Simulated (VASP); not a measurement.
## Sb: single point with LDA

The system is Sb.

```
Sb
1.0
     0.00000    3.40644    3.40644
     3.40644    0.00000    3.40644
     3.40644    3.40644    0.00000
Sb
2
Direct
  0.87500 0.87500 0.87500
  0.12500 0.12500 0.12500
```

```yaml
Program: VASP 6.6.1
Task: single point
Functional: LDA
Potentials_or_basis: VASP PAW LDA potentials, release 64 (Sb)
Cutoff: 520 eV
k_mesh: 10 × 10 × 10
Occupations: fermi-dirac, width 0.1 eV
Spin: no spin polarisation
Dipole_correction: no
Further_INCAR_settings: ALGO = Normal; EDIFF = 1e-06; NBANDS = 12
```

```
Pressure               : 0.2 GPa
Band gap on the k mesh : zero (band 5 reaches 5.05 eV, above the bottom of band 6 at 3.82 eV)
```

Levels at points of the mesh, in eV from the Fermi level:
```tsv
k point	band 3	band 4	band 5	band 6	band 7	band 8
(0.00, 0.00, 0.00)	-1.80	-1.80	-1.80	0.54	0.54	0.54
(0.50, 0.00, 0.00)	-2.64	-2.64	-2.26	1.62	1.62	4.30
(0.50, 0.50, 0.00)	-3.57	-3.57	-0.51	-0.51	4.51	4.51
```

It took 58 s on 1 thread of AMD EPYC 7R13, with other jobs on the host, peak memory 0.16 GiB.

Caveat: spin-orbit coupling is left out, which moves the levels of the heavy elements.
